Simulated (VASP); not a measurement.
# Hf2C (R-3m) in VASP: single point with PBE

Aim: the single point of Hf2C with PBE.

All numbers are computed with VASP 6.6.1; they aren't measurements. Logs are shortened: lines on timing, memory, paths and dates and some standing lists are left out, and cuts for length are marked.

### 1 The cell of the first run

Symmetry: R-3m, No. 166, trigonal system. Conventional cell: a = 3.287 Å, b = 3.287 Å, c = 15.814 Å, α = 90.00°, β = 90.00°, γ = 120.00°. Within 3.0 Å of C (site symmetry -3m) lie 6 Hf at 2.27 Å. Hf (site symmetry 3m) has 3 C at 2.27 Å within 3.0 Å.

### 2 Single point, PBE, non-collinear spin, zero start, spin-orbit coupling

The input, INCAR:

```
ALGO = Normal
EDIFF = 1E-7
ENCUT = 520
GGA = PE
GGA_COMPAT = F
ISIF = 2
ISMEAR = -1
LASPH = T
LCHARG = F
LMAXMIX = 4
LORBIT = 11
LORBMOM = T
LREAL = F
LSORBIT = T
LWAVE = F
MAGMOM = 0 0 0 0 0 0 0 0 0
NBANDS = 37
NELM = 150
PREC = Accurate
SIGMA = 0.1
```

The input, KPOINTS:

```
k-points
0
Gamma
  6 6 6
```

The input, POSCAR:

```
Hf2C
1.0
    1.6434655411      2.8465658176      0.0000000864
   -1.6434655411      2.8465658176      0.0000000864
    0.0000000000     -1.8977107051      5.2712382736
C Hf
1 2
Direct
    0.0000000000      0.0000000000      0.0000000000
    0.2542545140      0.2542545140      0.7627635419
    0.7457454860      0.7457454860      0.2372364581
```

Potentials or basis: VASP PAW PBE potentials, release 64 (C, Hf_pv).

On the command line:

```bash
cat potpaw_PBE.64/C/POTCAR potpaw_PBE.64/Hf_pv/POTCAR > POTCAR
mpirun -np 1 vasp_ncl > vasp.out
```

OUTCAR:

```text
EDIFF = 1E-7
   ENCUT = 520
   GGA = PE
   ISIF = 2
   ISMEAR = -1
   LASPH = T
   LORBIT = 11
   LREAL = F
   LSORBIT = T
   NELM = 150
   PREC = Accurate

 ion  position               nearest neighbor table
   1  0.000  0.000  0.000-   3 2.27   3 2.27   2 2.27   2 2.27   2 2.27   3 2.27
   2  0.254  0.254  0.763-   1 2.27   1 2.27   1 2.27   3 3.14   3 3.14   3 3.14   3 3.36   3 3.36
                             3 3.36
   3  0.746  0.746  0.237-   1 2.27   1 2.27   1 2.27   2 3.14   2 3.14   2 3.14   2 3.36   2 3.36
                             2 3.36

  LATTYP: Found a trigonal (rhomboedric) cell.
 ALAT       =     5.6024332979
 COS(alpha) =     0.8278932864

  Lattice vectors:

 A1 = (  -1.6434655411,   0.9488551125,   5.2712383600)
 A2 = (   0.0000000000,  -1.8977107051,   5.2712382736)
 A3 = (   1.6434655411,   0.9488551125,   5.2712383600)

Analysis of symmetry for initial positions (statically):
=====================================================================
 Subroutine PRICEL returns:
 Original cell was already a primitive cell.

 Routine SETGRP: Setting up the symmetry group for a
 trigonal (rhombohedral) supercell.

 Subroutine GETGRP returns: Found 12 space group operations
 (whereof 12 operations were pure point group operations)
 out of a pool of 12 trial point group operations.

The static configuration has the point symmetry D_3d.

Analysis of symmetry for dynamics (positions and initial velocities):
=====================================================================
 Subroutine PRICEL returns:
 Original cell was already a primitive cell.

 Routine SETGRP: Setting up the symmetry group for a
 trigonal (rhombohedral) supercell.

 Subroutine GETGRP returns: Found 12 space group operations
 (whereof 12 operations were pure point group operations)
 out of a pool of 12 trial point group operations.

The dynamic configuration has the point symmetry D_3d.

Analysis of structural, dynamic, and magnetic symmetry:
=====================================================================
 Subroutine PRICEL returns:
 Original cell was already a primitive cell.

 Routine SETGRP: Setting up the symmetry group for a
 trigonal (rhombohedral) supercell.

 Subroutine GETGRP returns: Found 12 space group operations
 (whereof 12 operations were pure point group operations)
 out of a pool of 12 trial point group operations.

The overall configuration has the point symmetry D_3d.

 Subroutine INISYM returns: Found 12 space group operations
 (whereof 12 operations are pure point group operations),
 and found     1 'primitive' translations

----------------------------------------------------------------------------------------

                                     Primitive cell

  volume of cell :      49.3202

  direct lattice vectors                    reciprocal lattice vectors
     1.643465541  2.846565818  0.000000086     0.304235159  0.175650249  0.063236253
    -1.643465541  2.846565818  0.000000086    -0.304235159  0.175650249  0.063236253
     0.000000000 -1.897710705  5.271238274     0.000000000 -0.000000006  0.189708743

  length of vectors
     3.286931082  3.286931082  5.602433298     0.356946586  0.356946586  0.189708743

  position of ions in fractional coordinates (direct lattice)
     0.000000000  0.000000000  0.000000000
     0.254254514  0.254254514  0.762763542
     0.745745486  0.745745486  0.237236458

  ion indices of the primitive-cell ions
   primitive index   ion index
                 1           1
                 2           2
                 3           3

----------------------------------------------------------------------------------------

 KPOINTS: k-points

Automatic generation of k-mesh.
 Grid dimensions read from file:
 generate k-points for:    6    6    6

 Generating k-lattice:

  Cartesian coordinates                     Fractional coordinates (reciprocal lattice)
     0.050705860  0.029275041  0.010539376     0.166666667  0.000000000 -0.000000000
    -0.050705860  0.029275041  0.010539376     0.000000000  0.166666667 -0.000000000
     0.000000000 -0.000000001  0.031618124     0.000000000  0.000000000  0.166666667

  Length of vectors
     0.059491098  0.059491098  0.031618124

  Shift w.r.t. Gamma in fractional coordinates (k-lattice)
     0.000000000  0.000000000  0.000000000

 Subroutine IBZKPT returns following result:
 ===========================================

 Found     32 irreducible k-points:

 Following reciprocal coordinates:
            Coordinates               Weight
  0.000000  0.000000  0.000000      1.000000
  0.166667  0.000000  0.000000      6.000000
  0.333333 -0.000000  0.000000      6.000000
  0.500000  0.000000  0.000000      3.000000
  0.166667  0.166667  0.000000      6.000000
[... 47 lines left out ...]
   TEBEG  =    0.0;   TEEND  =   0.0 temperature during run
   PSTRESS=    0.0 pullay stress
   NELECT =      24.0000    total number of electrons
   NUPDOWN=      -1.0000    fix difference up-down
   EMIN   =  10.00;   EMAX   =-10.00  energy-range for DOS
   EFERMI =   0.00;   METHOD = LEGACY
   ISMEAR =    -1;   SIGMA  =   0.10  broadening in eV -4-tet -1-fermi 0-gaus
   EFERMI_NEDOS =   21; number of points for ismear=-14 and -15
   IALGO  =     38    algorithm
   IMIX   =      4    mixing-type and parameters
     AMIX     =   0.40;   BMIX     =  1.00
     AMIX_MAG =   1.60;   BMIX_MAG =  1.00
  volume/ion in A,a.u.               =      16.44       110.94
  Fermi-wavevector in a.u.,A,eV,Ry     =   1.287668  2.433339 22.559653  1.658088
  Thomas-Fermi vector in A             =   2.419668
   LORBIT       =     11    0 simple, 1 ext, 2 COOP (PROOUT), +10 PAW based schemes
   GGA     = PE    functional components
   LHFCALC =     F    Hartree Fock is set to
   AEXX    =    0.0000 exact exchange contribution
   IVDW    =     0    specifies the selected vdW correction
   LEPSILON=     F    determine dielectric tensor
   LRPA    =     F    only Hartree local field effects (RPA)
  energy-cutoff  :      520.00
  volume of cell :       49.32
 maximum number of plane-waves:      2688
   NGX = 13   NGY = 13   NGZ = 21

 number of electron      23.9999999 magnetization      -0.0000000      0.0000000      0.0000000

 number of electron      23.9999999 magnetization      -0.0000000     -0.0000000     -0.0000000

 number of electron      23.9999999 magnetization      -0.0000000     -0.0000000      0.0000000

 number of electron      23.9999999 magnetization       0.0000000      0.0000000      0.0000000

 Free energy of the ion-electron system (eV)
  ---------------------------------------------------
  ext. energy  EPLUGINS =         0.00000000
  ---------------------------------------------------
  free energy    TOTEN  =       -32.43700117 eV

  energy without entropy =      -32.37777042  energy(sigma->0) =      -32.40738579

 E-fermi :   5.2461     XC(G=0): -11.5833

 val. band max:        5.2415238501   @ k =   0.5000   0.1667   0.1667
 cond. band min:       5.2676829878   @ k =   0.5000   0.1667   0.0000
 fundamental gap:      0.0261591377
 Fermi energy:         5.2460558198

 k-point     1 :       0.0000    0.0000    0.0000
  band No.  band energies     occupation
      1     -29.8063      1.00000
      2     -29.8063      1.00000
      3     -29.6072      1.00000
      4     -29.6072      1.00000
      5     -23.1547      1.00000
      6     -23.1547      1.00000
[... 925 lines left out ...]
     35      11.1006      0.00000
     36      11.1006      0.00000

 [... further k-points ...]

 [bands above 36 left out]

------------------------ aborting loop because EDIFF is reached ----------------------------------------

  FORCE on cell =-STRESS in cart. coord.  units (eV):
  Direction    XX          YY          ZZ          XY          YZ          ZX
  --------------------------------------------------------------------------------------
  -------------------------------------------------------------------------------------
  Total       -0.1156831     -0.1156831     -0.0531099      0.0000000     -0.0000000      0.0000000
  in kB       -3.7579938     -3.7579938     -1.7252876      0.0000000     -0.0000001      0.0000000
  external PRESSURE =      -3.0804250 kB  Pullay stress =       0.0000000 kB

 VOLUME and BASIS-vectors are now :
 -----------------------------------------------------------------------------
  energy-cutoff  :      520.00
  volume of cell :       49.32
      direct lattice vectors                 reciprocal lattice vectors
     1.643465541  2.846565818  0.000000086     0.304235159  0.175650249  0.063236253
    -1.643465541  2.846565818  0.000000086    -0.304235159  0.175650249  0.063236253
     0.000000000 -1.897710705  5.271238274     0.000000000 -0.000000006  0.189708743

 POSITION                                       TOTAL-FORCE (eV/Angst)
 -----------------------------------------------------------------------------------
      0.00000      0.00000      0.00000         0.000000      0.000000      0.000000
      0.00000     -0.00000      4.02071        -0.000000     -0.000000      0.049795
      0.00000      3.79542      1.25053        -0.000000      0.000000     -0.049795
 -----------------------------------------------------------------------------------
    total drift:                                0.000000      0.000000      0.000000

  FREE ENERGIE OF THE ION-ELECTRON SYSTEM (eV)
  ---------------------------------------------------
  free  energy   TOTEN  =       -32.4370011697 eV

  energy  without entropy=      -32.3777704202  energy(sigma->0) =      -32.40738579

 orbital moment (x)

 # of ion     p       d       tot
 ----------------------------------------
  1        -0.000   0.000  -0.000
  2         0.000   0.000   0.000
  3         0.000   0.000   0.000
 ----------------------------------------
            0.000   0.000   0.000

 orbital moment (y)

 # of ion     p       d       tot
 ----------------------------------------
  1         0.000   0.000   0.000
  2         0.000   0.000   0.000
  3        -0.000   0.000   0.000
 ----------------------------------------
            0.000   0.000   0.000

 orbital moment (z)

 # of ion     p       d       tot
 ----------------------------------------
  1         0.000   0.000   0.000
  2         0.000   0.000   0.000
  3         0.000   0.000   0.000
 ----------------------------------------
            0.000   0.000   0.000

 Spin-Orbit-Coupling matrix elements

 Ion:    1  E_soc:     -0.0002049
 l=   1
     0.0000000    -0.0000310    -0.0000404
    -0.0000310     0.0000000    -0.0000310
    -0.0000404    -0.0000310     0.0000000
 l=   2
     0.0000000     0.0000000     0.0000000     0.0000000     0.0000000
     0.0000000     0.0000000     0.0000000     0.0000000     0.0000000
     0.0000000     0.0000000     0.0000000     0.0000000     0.0000000
     0.0000000     0.0000000     0.0000000     0.0000000     0.0000000
     0.0000000     0.0000000     0.0000000     0.0000000     0.0000000
 l=   3
     0.0000000     0.0000000     0.0000000     0.0000000     0.0000000     0.0000000     0.0000000
     0.0000000     0.0000000     0.0000000     0.0000000     0.0000000     0.0000000     0.0000000
     0.0000000     0.0000000     0.0000000     0.0000000     0.0000000     0.0000000     0.0000000
     0.0000000     0.0000000     0.0000000     0.0000000     0.0000000     0.0000000     0.0000000
[... 29 lines left out ...]
 l=   2
     0.0000000    -0.0016490     0.0000000    -0.0016490    -0.0065899
    -0.0016490     0.0000000    -0.0044827    -0.0014017    -0.0016490
     0.0000000    -0.0044827     0.0000000    -0.0044827     0.0000000
    -0.0016490    -0.0014017    -0.0044827     0.0000000    -0.0016490
    -0.0065899    -0.0016490     0.0000000    -0.0016490     0.0000000
 l=   3
     0.0000000     0.0000000     0.0000000     0.0000000     0.0000000     0.0000000     0.0000000
     0.0000000     0.0000000     0.0000000     0.0000000     0.0000000     0.0000000     0.0000000
     0.0000000     0.0000000     0.0000000     0.0000000     0.0000000     0.0000000     0.0000000
     0.0000000     0.0000000     0.0000000     0.0000000     0.0000000     0.0000000     0.0000000
     0.0000000     0.0000000     0.0000000     0.0000000     0.0000000     0.0000000     0.0000000
     0.0000000     0.0000000     0.0000000     0.0000000     0.0000000     0.0000000     0.0000000
     0.0000000     0.0000000     0.0000000     0.0000000     0.0000000     0.0000000     0.0000000

 total charge

# of ion       s       p       d       tot
------------------------------------------
    1        0.878   1.532   0.000   2.410
    2        0.332   6.569   1.629   8.530
    3        0.332   6.569   1.629   8.530
--------------------------------------------------
tot          1.542  14.670   3.258  19.470

 magnetization (x)

# of ion       s       p       d       tot
------------------------------------------
    1        0.000   0.000   0.000   0.000
    2        0.000   0.000   0.000   0.000
    3        0.000   0.000   0.000   0.000
--------------------------------------------------
tot          0.000   0.000   0.000   0.000

 magnetization (y)

# of ion       s       p       d       tot
------------------------------------------
    1        0.000   0.000   0.000   0.000
    2        0.000   0.000   0.000   0.000
    3        0.000   0.000   0.000   0.000
--------------------------------------------------
tot          0.000   0.000   0.000   0.000

 magnetization (z)

# of ion       s       p       d       tot
------------------------------------------
    1        0.000   0.000   0.000   0.000
    2        0.000   0.000   0.000   0.000
    3        0.000   0.000   0.000   0.000
--------------------------------------------------
tot          0.000   0.000   0.000   0.000
```

Run time: 2.6 min. Hardware: 1 thread of AMD EPYC 7R43 (Zen 3), shared host; peak memory 0.28 GiB.

Results:

| Item | Value |
| --- | --- |
| Free energy | -32.4370 eV |
| Pressure | -0.3 GPa |
| Largest force | 0.050 eV/Å |
| Net moment | 0.00 μB per cell |
| Valence electrons inside the program's atomic spheres | C 2.41; Hf 8.53 |

Forces in eV/Å, atoms in the order of the input:
```
C    0.000  0.000  0.000
Hf   0.000  0.000  0.050
Hf   0.000  0.000 -0.050
```

Moments on the atoms (μB; x, y, z):
```
C   0.00 0.00 0.00
Hf  0.00 0.00 0.00
Hf  0.00 0.00 0.00
```

Caveat: the k points lie up to 0.37 Å⁻¹ apart.
